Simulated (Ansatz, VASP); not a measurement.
**Two plane-wave programs on Al5InSb6**

```
CELL_PARAMETERS angstrom
4.47355 0.00044 -0.00115
0.00044 4.47462 -0.00040
-0.00661 -0.00359 18.66951
ATOMIC_POSITIONS crystal
Al 0.00020 0.99988 0.82643
Al 0.50012 0.49998 0.66316
Al 0.00008 0.99981 0.50002
Al 0.50005 0.50005 0.33687
Al 0.00030 0.99962 0.17362
In 0.50013 0.50029 0.00000
Sb 0.49992 0.00012 0.74471
Sb 0.99986 0.49999 0.58152
Sb 0.49982 0.00016 0.41844
Sb 0.99973 0.49978 0.25526
Sb 0.49992 0.00029 0.09307
Sb 0.99987 0.50002 0.90690
```

Change from the starting cell: cell x1, atoms moved at random (sigma 0.05 Å) and cell strained at random (1.5 %), then relaxed without symmetry.

Alike in both runs: functional PBE; k mesh 4 × 4 × 1; occupations gaussian, width 0.1 eV; no spin polarisation.

Ansatz relaxed the structure, and its values are those at the end. VASP's run is a single point on that final structure, the one shown.

```csv
,VASP,Ansatz
version,VASP 6.6.1,Ansatz 0.2.0
potentials or method,"VASP PAW PBE potentials, release 64 (Al, In_d, Sb), cutoff 520 eV","scalar-relativistic, plane waves, PAW"
valence electrons in the cell,58,118
```

```csv
,VASP,Ansatz,Ansatz less VASP
gap on the k mesh at the Fermi level (eV),0.90,0.89,-0.004
least direct gap on the mesh (eV),0.90,0.89,-0.004
pressure (GPa),0.1,0.0,-0.14
rms of the force components (eV/Å),0.006,0.004,-0.0020
```

VASP's potentials hold 58 valence electrons a cell and Ansatz's 118, so a difference there can come from the potentials and not from the codes.

Spin-orbit coupling is off throughout.
